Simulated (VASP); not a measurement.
# GaSb in VASP: further runs

The runs below take GaSb through single point, with PBE+D3(BJ).

Program: VASP 6.6.1. These are calculated values, not measurements. Logs are shortened: lines on timing, memory, paths and dates and some standing lists are left out, and cuts for length are marked.

### 1 The cell of the first run

The cell holds a slab with vacuum, 16 atoms: a = 8.668 Å, b = 6.129 Å, c = 27.954 Å, α = 90.00°, β = 90.00°, γ = 90.00°.

### 2 Single point, PBE+D3(BJ)

The input, INCAR:

```
SYSTEM = GaSb
  PREC = Accurate
  ENCUT = 520
  EDIFF = 1E-6
  ISMEAR = 0
  SIGMA = 0.1
  LREAL = Auto
  LASPH = .TRUE.
  NELM = 100
  ALGO = Normal
  ISIF = 2
  LWAVE = .FALSE.
  LCHARG = .FALSE.
  LDIPOL = .TRUE.
  IDIPOL = 3
  DIPOL = 0.5 0.5 0.403
  GGA = PE
  IVDW = 12
  NBANDS = 86
```

The input, KPOINTS:

```
regular mesh
0
G
  2 3 1
  0 0 0
```

The input, POSCAR:

```
GaSb
1.0
    8.6680824697      0.0000000000      0.0000000000
    0.0000000000      6.1292598942      0.0000000000
    0.0000000000      0.0000000000     27.9539618523
Ga Sb
8 8
Direct
    0.2500000000      0.5000000000      0.2861848365
    0.7500000000      0.5000000000      0.2861848365
    0.5000000000      0.0000000000      0.3637058915
    0.0000000000      0.0000000000      0.3637058915
    0.7494851031      0.5045618864      0.4451564794
    0.2506368094      0.5128001424      0.4476070339
    0.0034110862     -0.0582769651      0.5059811280
    0.5020906883     -0.0274511360      0.5100533362
    0.5000000000      0.2500000000      0.2861848365
    0.0000000000      0.2500000000      0.2861848365
    0.7500000000      0.7500000000      0.3637058915
    0.2500000000      0.7500000000      0.3637058915
    0.0010101503      0.2567638099      0.4418047764
    0.4985628945      0.2581039318      0.4396551284
    0.2549210558      0.7301766660      0.5314992223
    0.7482853033      0.7241410868      0.5277122208
```

Potentials or basis: VASP PAW PBE potentials, release 64 (Ga_d, Sb).

Started as:

```console
cat potpaw_PBE.64/Ga_d/POTCAR potpaw_PBE.64/Sb/POTCAR > POTCAR
mpirun -np 1 vasp_std > vasp.out
```

OUTCAR:

```text
SYSTEM = GaSb
   PREC = Accurate
   ENCUT = 520
   EDIFF = 1E-6
   ISMEAR = 0
   LREAL = Auto
   LASPH = .TRUE.
   NELM = 100
   ISIF = 2
   GGA = PE
   IVDW = 12
 IVDW          = 12

 ion  position               nearest neighbor table
   1  0.250  0.500  0.286-  12 2.65  10 2.65   9 2.65
   2  0.750  0.500  0.286-  11 2.65  10 2.65   9 2.65
   3  0.500  0.000  0.364-  14 2.65   9 2.65  12 2.65  11 2.65
   4  0.000  0.000  0.364-  10 2.65  11 2.65  12 2.65  13 2.69
   5  0.749  0.505  0.445-  14 2.65  13 2.66  16 2.67  11 2.73
   6  0.251  0.513  0.448-  14 2.67  13 2.68  15 2.70  12 2.76
   7  0.003  0.942  0.506-  15 2.63  13 2.64  16 2.65
   8  0.502  0.973  0.510-  14 2.63  16 2.67  15 2.68
   9  0.500  0.250  0.286-   3 2.65   2 2.65   1 2.65
  10  0.000  0.250  0.286-   4 2.65   2 2.65   1 2.65
  11  0.750  0.750  0.364-   2 2.65   3 2.65   4 2.65   5 2.73
  12  0.250  0.750  0.364-   1 2.65   3 2.65   4 2.65   6 2.76
  13  0.001  0.257  0.442-   7 2.64   5 2.66   6 2.68   4 2.69
  14  0.499  0.258  0.440-   8 2.63   3 2.65   5 2.65   6 2.67
  15  0.255  0.730  0.531-   7 2.63   8 2.68   6 2.70
  16  0.748  0.724  0.528-   7 2.65   8 2.67   5 2.67

  LATTYP: Found a simple orthorhombic cell.
 ALAT       =     6.1292598942
 B/A-ratio  =     1.4142135624
 C/A-ratio  =     4.5607401766

  Lattice vectors:

 A1 = (   0.0000000000,  -6.1292598942,   0.0000000000)
 A2 = (   8.6680824697,   0.0000000000,   0.0000000000)
 A3 = (   0.0000000000,   0.0000000000,  27.9539618523)

Analysis of symmetry for initial positions (statically):
=====================================================================
 Subroutine PRICEL returns:
 Original cell was already a primitive cell.

 Routine SETGRP: Setting up the symmetry group for a
 simple orthorhombic supercell.

 Subroutine GETGRP returns: Found  1 space group operations
 (whereof  1 operations were pure point group operations)
 out of a pool of  8 trial point group operations.

The static configuration has the point symmetry C_1 .

Analysis of symmetry for dynamics (positions and initial velocities):
=====================================================================
 Subroutine PRICEL returns:
 Original cell was already a primitive cell.

 Routine SETGRP: Setting up the symmetry group for a
 simple orthorhombic supercell.

 Subroutine GETGRP returns: Found  1 space group operations
 (whereof  1 operations were pure point group operations)
 out of a pool of  8 trial point group operations.

The dynamic configuration has the point symmetry C_1 .

 Subroutine INISYM returns: Found  1 space group operations
 (whereof  1 operations are pure point group operations),
 and found     1 'primitive' translations

----------------------------------------------------------------------------------------

                                     Primitive cell

  volume of cell :    1485.1641

  direct lattice vectors                    reciprocal lattice vectors
     8.668082470  0.000000000  0.000000000     0.115365769  0.000000000  0.000000000
     0.000000000  6.129259894  0.000000000     0.000000000  0.163151835  0.000000000
     0.000000000  0.000000000 27.953961852     0.000000000  0.000000000  0.035773105

  length of vectors
     8.668082470  6.129259894 27.953961852     0.115365769  0.163151835  0.035773105

  position of ions in fractional coordinates (direct lattice)
     0.250000000  0.500000000  0.286184836
     0.750000000  0.500000000  0.286184836
     0.500000000  0.000000000  0.363705891
     0.000000000  0.000000000  0.363705891
     0.749485103  0.504561886  0.445156479
     0.250636809  0.512800142  0.447607034
[... 8 lines left out ...]
     0.254921056  0.730176666  0.531499222
     0.748285303  0.724141087  0.527712221

  ion indices of the primitive-cell ions
   primitive index   ion index
                 1           1
                 2           2
                 3           3
                 4           4
                 5           5
                 6           6
[... 8 lines left out ...]
                15          15
                16          16

----------------------------------------------------------------------------------------

 KPOINTS: regular mesh

Automatic generation of k-mesh.
 Grid dimensions read from file:
 generate k-points for:    2    3    1

 Generating k-lattice:

  Cartesian coordinates                     Fractional coordinates (reciprocal lattice)
     0.057682885  0.000000000  0.000000000     0.500000000  0.000000000  0.000000000
     0.000000000  0.054383945  0.000000000     0.000000000  0.333333333  0.000000000
     0.000000000  0.000000000  0.035773105     0.000000000  0.000000000  1.000000000

  Length of vectors
     0.057682885  0.054383945  0.035773105

  Shift w.r.t. Gamma in fractional coordinates (k-lattice)
     0.000000000  0.000000000  0.000000000

 Subroutine IBZKPT returns following result:
 ===========================================

 Found      4 irreducible k-points:

 Following reciprocal coordinates:
            Coordinates               Weight
  0.000000  0.000000  0.000000      1.000000
  0.500000  0.000000  0.000000      1.000000
  0.000000  0.333333  0.000000      2.000000
  0.500000  0.333333  0.000000      2.000000
   k-points           NKPTS =      4   k-points in BZ     NKDIM =      4   number of bands    NBANDS=     86
   number of dos      NEDOS =    301   number of ions     NIONS =     16
   total plane-waves  NPLWV = 645120
   dimension x,y,z NGX =    64 NGY =   48 NGZ =  210
   dimension x,y,z NGXF=   128 NGYF=   96 NGZF=  420
   ions per type =               8   8
   NGX,Y,Z   is equivalent  to a cutoff of  12.27, 13.02, 12.49 a.u.
   NGXF,Y,Z  is equivalent  to a cutoff of  24.55, 26.04, 24.98 a.u.
 SYSTEM =  GaSb
   PREC   = accura    normal or accurate (medium, high low for compatibility)
   ISTART =      0    job   : 0-new  1-cont  2-samecut
   ICHARG =      2    charge: 1-file 2-atom 10-const
   ISPIN  =      1    spin polarized calculation?
   LNONCOLLINEAR =      F non collinear calculations
   LSORBIT =      F    spin-orbit coupling
   LASPH  =      T    aspherical Exc in radial PAW
   ENCUT  =  520.0 eV  38.22 Ry    6.18 a.u.  16.12 11.40 51.98*2*pi/ulx,y,z
   NELM   =    100;   NELMIN=  2; NELMDL= -5     # of ELM steps
   EDIFF  = 0.1E-05   stopping-criterion for ELM
   LREAL  =      T    real-space projection
   EDIFFG = 0.1E-04   stopping-criterion for IOM
   NSW    =      0    number of steps for IOM
   IBRION =     -1    ionic relax: 0-MD 1-quasi-New 2-CG
   NFREE  =      0    steps in history (QN), initial steepest desc. (CG)
   ISIF   =      2    stress and relaxation
   ISYM   =      2    0-nonsym 1-usesym 2-fastsym
   POTIM  = 0.5000    time-step for ionic-motion
   TEBEG  =    0.0;   TEEND  =   0.0 temperature during run
   PSTRESS=    0.0 pullay stress
   NELECT =     144.0000    total number of electrons
   NUPDOWN=      -1.0000    fix difference up-down
   EMIN   =  10.00;   EMAX   =-10.00  energy-range for DOS
   EFERMI =   0.00;   METHOD = LEGACY
   ISMEAR =     0;   SIGMA  =   0.10  broadening in eV -4-tet -1-fermi 0-gaus
   EFERMI_NEDOS =   21; number of points for ismear=-14 and -15
   IALGO  =     38    algorithm
   IMIX   =      4    mixing-type and parameters
     AMIX     =   0.40;   BMIX     =  1.00
     AMIX_MAG =   1.60;   BMIX_MAG =  1.00
  volume/ion in A,a.u.               =      92.82       626.40
  Fermi-wavevector in a.u.,A,eV,Ry     =   0.752092  1.421247  7.696027  0.565642
  Thomas-Fermi vector in A             =   1.849223
   LORBIT       =      0    0 simple, 1 ext, 2 COOP (PROOUT), +10 PAW based schemes
   GGA     = PE    functional components
   LHFCALC =     F    Hartree Fock is set to
   AEXX    =    0.0000 exact exchange contribution
   IVDW    =    12    specifies the selected vdW correction
   LEPSILON=     F    determine dielectric tensor
   LRPA    =     F    only Hartree local field effects (RPA)
 non-spin polarized calculation
 Gauss-broadening in eV      SIGMA  =   0.10
  energy-cutoff  :      520.00
  volume of cell :     1485.16
 maximum number of plane-waves:     39997
   NGX = 33   NGY = 23   NGZ =103

 dipolmoment           0.000000      0.000000      0.000000 electrons x Angstroem

 number of electron     144.0000047 magnetization

 dipolmoment           0.000000      0.000000     -0.026261 electrons x Angstroem

 Free energy of the ion-electron system (eV)
  ---------------------------------------------------
  ext. energy  EPLUGINS =         0.00000000
  ---------------------------------------------------
  free energy    TOTEN  =       -54.31896473 eV

  energy without entropy =      -54.31586991  energy(sigma->0) =      -54.31741732

 E-fermi :  -1.4972     XC(G=0):  -3.3742

 val. band max:       -1.6351236098   @ k =   0.0000   0.0000   0.0000
 cond. band min:      -1.3305479069   @ k =   0.0000   0.3333   0.0000
 fundamental gap:      0.3045757029
 Fermi energy:        -1.4971650076

 k-point     1 :       0.0000    0.0000    0.0000
  band No.  band energies     occupation
      1     -16.7251      2.00000
      2     -16.7085      2.00000
      3     -16.7035      2.00000
      4     -16.6991      2.00000
      5     -16.6896      2.00000
      6     -16.6840      2.00000
[... 76 lines left out ...]
     83       0.7371      0.00000
     84       0.8079      0.00000

 k-point     2 :       0.5000    0.0000    0.0000
  band No.  band energies     occupation
      1     -16.7244      2.00000
      2     -16.7088      2.00000
      3     -16.7023      2.00000
      4     -16.6998      2.00000
      5     -16.6884      2.00000
      6     -16.6864      2.00000
[... 76 lines left out ...]
     83       1.3548      0.00000
     84       1.3995      0.00000

 k-point     3 :       0.0000    0.3333    0.0000
  band No.  band energies     occupation
      1     -16.7257      2.00000
      2     -16.7081      2.00000
      3     -16.7038      2.00000
      4     -16.6989      2.00000
      5     -16.6891      2.00000
      6     -16.6838      2.00000
[... 76 lines left out ...]
     83       1.0422      0.00000
     84       1.3343      0.00000

 k-point     4 :       0.5000    0.3333    0.0000
  band No.  band energies     occupation
      1     -16.7246      2.00000
      2     -16.7090      2.00000
      3     -16.7024      2.00000
      4     -16.6998      2.00000
      5     -16.6881      2.00000
      6     -16.6861      2.00000
[... 76 lines left out ...]
     83       1.7116      0.00000
     84       1.7190      0.00000
 [bands above 84 left out]

------------------------ aborting loop because EDIFF is reached ----------------------------------------

 vacuum level on the upper side and lower side of the slab       (xc-potential included)        -0.172        -0.086

 Edisp (eV)   -3.75205

 E8    (eV) :    -1.8200

  FORCE on cell =-STRESS in cart. coord.  units (eV):
  Direction    XX          YY          ZZ          XY          YZ          ZX
  --------------------------------------------------------------------------------------
  -------------------------------------------------------------------------------------
  Total       0.14178    -3.05587     0.91256    -0.14011     2.14980     0.01542
  in kB       0.15295    -3.29663     0.98446    -0.15115     2.31918     0.01664
  external pressure =       -0.72 kB  Pullay stress =        0.00 kB

 VOLUME and BASIS-vectors are now :
 -----------------------------------------------------------------------------
  energy-cutoff  :      520.00
  volume of cell :     1485.16
      direct lattice vectors                 reciprocal lattice vectors
     8.668082470  0.000000000  0.000000000     0.115365769  0.000000000  0.000000000
     0.000000000  6.129259894  0.000000000     0.000000000  0.163151835  0.000000000
     0.000000000  0.000000000 27.953961852     0.000000000  0.000000000  0.035773105

 POSITION                                       TOTAL-FORCE (eV/Angst)
 -----------------------------------------------------------------------------------
      2.16702      3.06463      8.00000        -0.014321     -0.609601      0.928878
      6.50106      3.06463      8.00000         0.016091     -0.598952      0.923190
      4.33404      0.00000     10.16702        -0.028541      0.113535      0.160130
      0.00000      0.00000     10.16702         0.033845      0.282219      0.313243
      6.49660      3.09259     12.44389        -0.023248      0.062899     -0.014126
      2.17254      3.14309     12.51239        -0.006099      0.042608     -0.069594
[... 8 lines left out ...]
      2.20968      4.47544     14.85751         0.048288      0.021981      0.057028
      6.48620      4.43845     14.75165         0.043990      0.084635      0.192732
 -----------------------------------------------------------------------------------
    total drift:                               -0.005052      0.000265     -0.013194

  FREE ENERGIE OF THE ION-ELECTRON SYSTEM (eV)
  ---------------------------------------------------
  free  energy   TOTEN  =       -58.0710134500 eV

  energy  without entropy=      -58.0679186235  energy(sigma->0) =      -58.06946604

 vacuum level on the upper side and lower side of the slab         2.676         2.764
```

It took 15 min on 1 thread of AMD EPYC 9R45 (Zen 5), shared host; peak memory 1.3 GiB.

What came out:

| Quantity | Value |
| --- | --- |
| Free energy | -58.0710 eV |
| Largest force | 1.127 eV/Å |
| Band gap on the k mesh | 0.30 eV |
| Dispersion energy per atom | -0.235 eV |

Forces on the atoms (eV/Å):
```
Ga  -0.014 -0.610  0.929
Ga   0.016 -0.599  0.923
Ga  -0.029  0.114  0.160
Ga   0.034  0.282  0.313
Ga  -0.023  0.063 -0.014
Ga  -0.006  0.043 -0.070
Ga  -0.098 -0.050 -0.060
Ga  -0.015 -0.350 -0.279
Sb   0.006  0.021 -1.096
Sb  -0.007  0.029 -1.127
Sb   0.019  0.370 -0.149
Sb  -0.016  0.325 -0.039
Sb   0.051  0.072  0.001
Sb  -0.010  0.182  0.257
Sb   0.048  0.022  0.057
Sb   0.044  0.085  0.193
```

Levels at points of the mesh, in eV from the valence-band top:
| k point | band 70 | band 71 | band 72 | band 73 | band 74 | band 75 |
| --- | --- | --- | --- | --- | --- | --- |
| (0.00, 0.00, 0.00) | -0.48 | -0.42 | 0.00 | 0.34 | 0.50 | 0.88 |
| (0.50, 0.00, 0.00) | -0.88 | -0.40 | -0.37 | 0.42 | 0.48 | 1.27 |

Caveat: semilocal functionals underestimate gaps, and a narrow one can read as zero; spin-orbit coupling is left out, which moves the levels of the heavy elements.

### 3 Single point, PBE+D3(BJ)

This run uses another cell than the first one.

The input, INCAR:

```
SYSTEM = GaSb
PREC     = Accurate       ! precision mode
ENCUT    = 520            ! plane-wave cutoff, eV
EDIFF    = 1E-7           ! SCF threshold, eV
ISMEAR   = 0              ! smearing method
SIGMA    = 0.1            ! smearing width, eV
LREAL    = Auto         
LASPH    = .TRUE.         ! aspherical terms in the spheres
NELM     = 100            ! most SCF steps
ALGO     = Normal         ! electronic algorithm
ISIF     = 2              ! what is computed and relaxed
LWAVE    = .FALSE.        ! write WAVECAR
LCHARG   = .TRUE.         ! write CHGCAR
LDIPOL   = .TRUE.       
IDIPOL   = 3            
DIPOL    = 0.5 0.5 0.500
GGA      = PE             ! functional
IVDW     = 12             ! dispersion correction
LELF     = .TRUE.         ! ELF
LVHAR    = .TRUE.       
LVACPOTAV= .TRUE.       
NBANDS   = 86             ! bands
```

KPOINTS is that of step 2.

The input, POSCAR:

```
GaSb
1.0
    8.6680824697      0.0000000000      0.0000000000
    0.0000000000      6.1292598942      0.0000000000
    0.0000000000      0.0000000000     22.5010618523
Ga Sb
8 8
Direct
    0.2500000000      0.5000000000      0.3555387765
    0.7500000000      0.5000000000      0.3555387765
    0.5000000000      0.0000000000      0.4518462588
    0.0000000000      0.0000000000      0.4518462588
    0.7500000000      0.5081177981      0.5544278284
    0.2500000000      0.5081177981      0.5544278284
    0.0000000000     -0.0593649517      0.6265524398
    0.5000000000     -0.0593649517      0.6265524398
    0.5000000000      0.2500000000      0.3555387765
    0.0000000000      0.2500000000      0.3555387765
    0.7500000000      0.7500000000      0.4518462588
    0.2500000000      0.7500000000      0.4518462588
    0.0000000000      0.2576369950      0.5479360793
    0.5000000000      0.2576369950      0.5479360793
    0.2500000000      0.7227452507      0.6583745079
    0.7500000000      0.7227452507      0.6583745079
```

Potentials or basis: VASP PAW PBE potentials, release 64 (Ga_d, Sb).

Started as:

```console
cat potpaw_PBE.64/Ga_d/POTCAR potpaw_PBE.64/Sb/POTCAR > POTCAR
mpirun -np 1 vasp_std > vasp.out
```

It took 22 min on 1 thread of AMD EPYC 7R13, shared host; peak memory 1 GiB.

Results (log left out):

```
Free energy                : -58.1447 eV
Largest force              : 1.159 eV/Å
Band gap on the k mesh     : 0.30 eV
Dispersion energy per atom : -0.235 eV
```

Forces on the atoms (eV/Å):
```
Ga   0.000 -0.630  0.943
Ga   0.000 -0.630  0.943
Ga   0.000  0.273  0.300
Ga   0.000  0.273  0.300
Ga   0.000  0.001 -0.002
Ga   0.000  0.001 -0.002
Ga   0.000  0.014 -0.004
Ga   0.000  0.014 -0.004
Sb   0.000  0.023 -1.159
Sb   0.000  0.023 -1.159
Sb   0.000  0.336 -0.094
Sb   0.000  0.336 -0.094
Sb   0.000 -0.003 -0.005
Sb   0.000 -0.003 -0.005
Sb   0.000 -0.014  0.020
Sb   0.000 -0.014  0.020
```

Levels at points of the mesh, in eV from the valence-band top:
```tsv
k point	band 68	band 69	band 70	band 71	band 72	band 73	band 74	band 75	band 76	band 77
(0.00, 0.00, 0.00)	-1.14	-0.49	-0.44	-0.39	0.00	0.34	0.49	0.84	1.26	1.41
(0.50, 0.00, 0.00)	-1.49	-0.97	-0.97	-0.35	-0.35	0.49	0.49	1.47	1.47	1.92
```

Caveat: semilocal functionals underestimate gaps, and a narrow one can read as zero; spin-orbit coupling is left out, which moves the levels of the heavy elements.
